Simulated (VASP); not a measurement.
Write the native input for VASP 6.6.1 that does the following.

```yaml
Task: electric field gradients
Functional: LDA
Potentials_or_basis: VASP PAW LDA potentials, release 64 (In_d, Sb)
Cutoff: 520 eV
k_mesh: 10 × 10 × 10
Occupations: fermi-dirac, width 0.03 eV
Spin: no spin polarisation
Dipole_correction: no
Further_INCAR_settings: ALGO = Normal; EDIFF = 1e-08; NBANDS = 16
```

The structure of InSb lies in POSCAR:

```
InSb
1.0
    0.0000000000      3.1735398497      3.1735398497
    3.1735398497      0.0000000000      3.1735398497
    3.1735398497      3.1735398497      0.0000000000
In Sb
1 1
Direct
    0.0000000000      0.0000000000      0.0000000000
    0.7500000000      0.7500000000      0.7500000000
```

This cell differs from its parent crystal: volume scaled by 0.9405.

The input as run:

INCAR

```
PREC = Accurate
ENCUT = 520
EDIFF = 1E-8
ISMEAR = -1
SIGMA = 0.03
LREAL = F
LASPH = T
NELM = 100
ALGO = Normal
ISIF = 2
LWAVE = F
LCHARG = F
LEFG = T
NBANDS = 16
```

KPOINTS

```
Automatic mesh
0
Gamma
  10 10 10
```

Potentials or basis: VASP PAW LDA potentials, release 64 (In_d, Sb).

Run with:

```bash
$ cat potpaw_LDA.64/In_d/POTCAR potpaw_LDA.64/Sb/POTCAR > POTCAR
$ mpirun -np 1 vasp_std > vasp.out
```

Results of the run:

* Pressure: 2.6 GPa
* Band gap on the k mesh: zero (filled and empty bands touch)

Caveat: without QUAD_EFG the Cq values of the log hold for a quadrupole moment of 1 mb, not for the nuclei; spin-orbit coupling is left out, which moves the levels of the heavy elements.

It took 28 s on 1 thread of AMD EPYC 9R45 96-Core Processor (Zen 5), on a shared host, peak memory 0.17 GiB.
